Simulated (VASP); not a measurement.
# Sc2Ge (Imma) in VASP: relaxation of cell and atoms with PBE

Aim: the relaxation of cell and atoms of Sc2Ge with PBE.

Everything below comes from runs of VASP 6.6.1. Logs are shortened: lines on timing, memory, paths and dates and some standing lists are left out, and cuts for length are marked.

## Step 1: The cell of the first run

The structure is orthorhombic, space group Imma (No. 74). The conventional cell has a = 6.300 Å, b = 6.983 Å, c = 6.263 Å, α = 90.00°, β = 90.00°, γ = 90.00°. Within 3.0 Å of Sc (site symmetry 2) lie 2 Ge at 2.28 Å and 1 Sc at 2.46 Å. Ge (site symmetry 2/m) has 4 Sc at 2.28 Å within 3.0 Å.

The cell was generated, and may not be a known phase.

## Step 2: Relaxation of cell and atoms, PBE

The input, INCAR:

```
SYSTEM = Sc2Ge
PREC = Accurate
ENCUT = 600
EDIFF = 1E-6
ISMEAR = 0
SIGMA = 0.1
LREAL = .FALSE.
LASPH = .TRUE.
NELM = 60
ALGO = Fast
ISIF = 3
LWAVE = .FALSE.
LCHARG = .FALSE.
GGA = PE
IBRION = 2
NSW = 90
EDIFFG = -0.04
```

The input, KPOINTS:

```
Automatic mesh
0
G
  4 4 4
  0 0 0
```

The input, POSCAR:

```
Sc2Ge
1.0
   -3.1502403900      3.4914552000      3.1312907000
    3.1502403900     -3.4914552000      3.1312907000
    3.1502403900      3.4914552000     -3.1312907000
Sc Ge
4 2
Direct
    0.8240843400      0.5000000000      0.8240843400
    0.1759156600      0.0000000000      0.6759156600
    0.1759156600      0.5000000000      0.1759156600
    0.8240843400      0.0000000000      0.3240843400
    0.5000000000      0.5000000000      0.0000000000
    0.0000000000      0.5000000000      0.5000000000
```

Potentials or basis: VASP PAW PBE potentials, release 64 (Sc_sv, Ge_d).

Run with:

```
> cat potpaw_PBE.64/Sc_sv/POTCAR potpaw_PBE.64/Ge_d/POTCAR > POTCAR
> mpirun -np 1 vasp_std > vasp.out
```

OUTCAR:

```text
SYSTEM = Sc2Ge
   PREC = Accurate
   ENCUT = 600
   EDIFF = 1E-6
   ISMEAR = 0
   LREAL = .FALSE.
   LASPH = .TRUE.
   NELM = 60
   ISIF = 3
   GGA = PE
   IBRION = 2
   NSW = 90
   EDIFFG = -0.04

 ion  position               nearest neighbor table
   1  0.824  0.500  0.824-   5 2.28   6 2.28   3 2.46   4 3.15   4 3.15   2 3.30   2 3.30
   2  0.176  0.000  0.676-   5 2.28   6 2.28   4 2.46   3 3.15   3 3.15   1 3.30   1 3.30
   3  0.176  0.500  0.176-   5 2.28   6 2.28   1 2.46   2 3.15   2 3.15   4 3.30   4 3.30
   4  0.824  0.000  0.324-   6 2.28   5 2.28   2 2.46   1 3.15   1 3.15   3 3.30   3 3.30
   5  0.500  0.500  0.000-   1 2.28   3 2.28   4 2.28   2 2.28
   6  0.000  0.500  0.500-   1 2.28   2 2.28   3 2.28   4 2.28

  LATTYP: Found a body centered orthorhombic cell.
 ALAT       =     6.2625814000
 B/A-ratio  =     1.0060517185
 C/A-ratio  =     1.1150210998

  Lattice vectors:

 A1 = (   3.1502403900,  -3.4914552000,   3.1312907000)
 A2 = (  -3.1502403900,  -3.4914552000,  -3.1312907000)
 A3 = (   3.1502403900,   3.4914552000,  -3.1312907000)

Analysis of symmetry for initial positions (statically):
=====================================================================
 Subroutine PRICEL returns:
 Original cell was already a primitive cell.

 Routine SETGRP: Setting up the symmetry group for a
 body centered orthorhombic supercell.

 Subroutine GETGRP returns: Found  8 space group operations
 (whereof  4 operations were pure point group operations)
 out of a pool of  8 trial point group operations.

The static configuration has the point symmetry C_2h.
 The point group associated with its full space group is D_2h.

Analysis of symmetry for dynamics (positions and initial velocities):
=====================================================================
 Subroutine PRICEL returns:
 Original cell was already a primitive cell.

 Routine SETGRP: Setting up the symmetry group for a
 body centered orthorhombic supercell.

 Subroutine GETGRP returns: Found  8 space group operations
 (whereof  4 operations were pure point group operations)
 out of a pool of  8 trial point group operations.

The dynamic configuration has the point symmetry C_2h.
 The point group associated with its full space group is D_2h.

 Subroutine INISYM returns: Found  8 space group operations
 (whereof  4 operations are pure point group operations),
 and found     1 'primitive' translations

----------------------------------------------------------------------------------------

[... 136 lines left out ...]
 number of electron      72.0000021 magnetization

 Free energy of the ion-electron system (eV)
  ---------------------------------------------------
  ext. energy  EPLUGINS =         0.00000000
  ---------------------------------------------------
  free energy    TOTEN  =       -25.03066623 eV

  energy without entropy =      -25.01494033  energy(sigma->0) =      -25.02280328

 E-fermi :   3.9661     XC(G=0):  -9.7704

 val. band max:        3.9286422593   @ k =  -0.2500   0.2500   0.0000
 cond. band min:       3.9670654735   @ k =   0.5000  -0.2500   0.2500
 fundamental gap:      0.0384232143
 Fermi energy:         3.9661360302

 k-point     1 :       0.0000    0.0000    0.0000
  band No.  band energies     occupation
      1     -45.2921      2.00000
      2     -45.2357      2.00000
      3     -45.0469      2.00000
      4     -45.0338      2.00000
      5     -24.6621      2.00000
      6     -24.6180      2.00000
[... 856 lines left out ...]
--------------------------------------- Ionic step        2  -------------------------------------------

 number of electron      72.0000040 magnetization

------------------------ aborting loop EDIFF was not reached (unconverged)  ----------------------------

  FORCE on cell =-STRESS in cart. coord.  units (eV):
  Direction    XX          YY          ZZ          XY          YZ          ZX
  --------------------------------------------------------------------------------------
  -------------------------------------------------------------------------------------
  Total       -9.8443204      2.0621125     -6.2926379      0.0000000      0.0000000      0.0000000
  in kB      -63.8672625     13.3784228    -40.8249162      0.0000000      0.0000000      0.0000000
  external PRESSURE =     -30.4379186 kB  Pullay stress =       0.0000000 kB
[... 27 lines left out ...]
--------------------------------------- Ionic step        3  -------------------------------------------

 number of electron      72.0000030 magnetization

------------------------ aborting loop EDIFF was not reached (unconverged)  ----------------------------

  FORCE on cell =-STRESS in cart. coord.  units (eV):
  Direction    XX          YY          ZZ          XY          YZ          ZX
  --------------------------------------------------------------------------------------
  -------------------------------------------------------------------------------------
  Total       -2.0564313      4.3845831      1.0118498      0.0000000      0.0000000      0.0000000
  in kB      -16.9491526     36.1378312      8.3396882      0.0000000      0.0000000      0.0000000
  external PRESSURE =       9.1761222 kB  Pullay stress =       0.0000000 kB
[... 21 lines left out ...]
  FREE ENERGIE OF THE ION-ELECTRON SYSTEM (eV)
  ---------------------------------------------------
  free  energy   TOTEN  =       -30.0970278051 eV

  energy  without entropy=      -30.0594871207  energy(sigma->0) =      -30.07825746

[... ionic steps 4 to 22 ...]

--------------------------------------- Ionic step       23  -------------------------------------------

 number of electron      72.0000009 magnetization

------------------------ aborting loop because EDIFF is reached ----------------------------------------
[... 75 lines left out ...]
--------------------------------------- Ionic step       25  -------------------------------------------

 number of electron      72.0000015 magnetization

 Free energy of the ion-electron system (eV)
  ---------------------------------------------------
  ext. energy  EPLUGINS =         0.00000000
  ---------------------------------------------------
  free energy    TOTEN  =       -32.24237115 eV

  energy without entropy =      -32.19798543  energy(sigma->0) =      -32.22017829

 E-fermi :   2.9452     XC(G=0):  -9.1148

 val. band max:        2.9225535311   @ k =   0.2500  -0.2500   0.2500
 cond. band min:       2.9515221358   @ k =   0.2500   0.0000   0.0000
 fundamental gap:      0.0289686047
 Fermi energy:         2.9452197044

 k-point     1 :       0.0000    0.0000    0.0000
  band No.  band energies     occupation
      1     -46.8786      2.00000
      2     -46.8712      2.00000
      3     -46.8310      2.00000
      4     -46.8308      2.00000
      5     -25.6619      2.00000
      6     -25.6616      2.00000
[... 850 lines left out ...]
  FREE ENERGIE OF THE ION-ELECTRON SYSTEM (eV)
  ---------------------------------------------------
  free  energy   TOTEN  =       -32.2423711514 eV

  energy  without entropy=      -32.1979854296  energy(sigma->0) =      -32.22017829

 reached required accuracy - stopping structural energy minimisation
```

CONTCAR:

```text
Sc2Ge
   1.00000000000000
    -3.7322373675634197    3.0476244799710699    3.7291521320614218
     3.7322373675634197   -3.0476244799710699    3.7291521320614218
     3.7322373675634197    3.0476244799710699   -3.7291521320614218
  Sc              Ge
     4     2
Direct
     0.7505162773684445    0.5000000000000000    0.7505162773684445
     0.2494837226315556    0.0000000000000000    0.7494837226315555
     0.2494837226315556    0.5000000000000000    0.2494837226315556
     0.7505162773684445    1.0000000000000000    0.2505162773684443
     0.5000000000000000    0.5000000000000000    0.0000000000000000
     0.0000000000000000    0.5000000000000000    0.5000000000000000

  0.00000000E+00  0.00000000E+00  0.00000000E+00
  0.00000000E+00  0.00000000E+00  0.00000000E+00
  0.00000000E+00  0.00000000E+00  0.00000000E+00
  0.00000000E+00  0.00000000E+00  0.00000000E+00
  0.00000000E+00  0.00000000E+00  0.00000000E+00
  0.00000000E+00  0.00000000E+00  0.00000000E+00
```

Run time: 56 min. Hardware: 1 thread of AMD EPYC 9R45 (Zen 5), shared host; peak memory 0.4 GiB.

Results:

* Free energy: -32.2424 eV
* Relaxed volume: 28.28 Å³/atom
* Relaxed cell: a = 6.093 Å, b = 6.093 Å, c = 6.093 Å, α = 104.45°, β = 119.98°, γ = 104.53°
* Space group after relaxing (to 0.1 Å): P4/mmm (No. 123)
* Energy gained by relaxing: 1202.0 meV/atom
* Ionic steps: 25
* Pressure after relaxing: 0.1 GPa
* Largest force after relaxing: 0.029 eV/Å
* Band gap on the k mesh: zero (bands 36 and 37 overlap by 0.34 eV)

Forces on the atoms (eV/Å):
```
Sc   0.000 -0.029  0.000
Sc   0.000  0.029  0.000
Sc   0.000  0.029  0.000
Sc   0.000 -0.029  0.000
Ge   0.000  0.000  0.000
Ge   0.000  0.000  0.000
```

Step by step:
```
step  energy change (eV)  largest force (eV/Å)  pressure (GPa)  volume (Å³)
   1              0.0000                0.5096           31.71       137.76
   2             -3.9206                1.7422           -3.04       246.96
   3             -5.0664                1.9191            0.92       194.39
   4             -5.0704                1.9373            0.39       196.60
   5             -5.6625                0.9548           -0.91       205.51
   6             -5.7787                0.5469           -1.63       210.43
   7             -5.7947                0.4093           -1.89       212.58
   8             -5.9488                0.3932           -0.13       200.34
   9             -5.9756                0.3817            1.14       193.41
  10             -6.0782                0.4269            1.16       190.29
  11             -6.4029                0.6082            1.32       180.74
  12             -6.9293                0.7767            2.71       160.76
  13             -6.8269                0.4854            4.27       153.75
  14             -6.9262                0.7470            2.99       159.11
  15             -7.0368                0.0720            0.19       166.01
  16             -7.0581                0.1876            0.90       164.03
  17             -7.1318                0.0782            0.24       167.55
  18             -7.1486                0.0011           -0.26       170.95
  19             -7.1492                0.0137           -0.19       170.37
  20             -7.1700                0.0083           -0.13       170.19
  21             -7.2053                0.0779            0.11       169.39
  22             -7.2084                0.1080            0.23       168.98
  23             -7.2106                0.0164           -0.33       170.98
  24             -7.2111                0.0463           -0.17       170.35
  25             -7.2117                0.0285            0.06       169.67
```

Final structure:
```yaml
crystal:
  lattice:
    - [-3.73224, 3.04762, 3.72915]
    - [3.73224, -3.04762, 3.72915]
    - [3.73224, 3.04762, -3.72915]
  atoms:
    - { symbol: Sc, position: [0.75052, 0.50000, 0.75052] }
    - { symbol: Sc, position: [0.24948, 0.00000, 0.74948] }
    - { symbol: Sc, position: [0.24948, 0.50000, 0.24948] }
    - { symbol: Sc, position: [0.75052, 0.00000, 0.25052] }
    - { symbol: Ge, position: [0.50000, 0.50000, 0.00000] }
    - { symbol: Ge, position: [0.00000, 0.50000, 0.50000] }
```

Levels at points of the mesh, in eV from the Fermi level:
```csv
k point,band 34,band 35,band 36,band 37,band 38,band 39
"(0.00, 0.00, 0.00)",-1.67,-0.55,-0.53,-0.17,-0.08,1.25
"(0.50, 0.00, 0.00)",-0.87,-0.06,-0.06,0.78,0.79,0.83
"(0.00, 0.50, 0.00)",-0.62,-0.27,-0.08,0.03,0.12,0.26
"(0.50, 0.50, 0.00)",-0.87,-0.06,-0.06,0.78,0.78,0.83
"(0.50, 0.50, 0.50)",-0.40,-0.34,-0.34,0.46,0.70,0.77
```

Caveat: the volume moved by over 15 % at a fixed basis, so the end points are rough.

The gap in the log of VASP goes by the Fermi energy; the results here count the filled bands.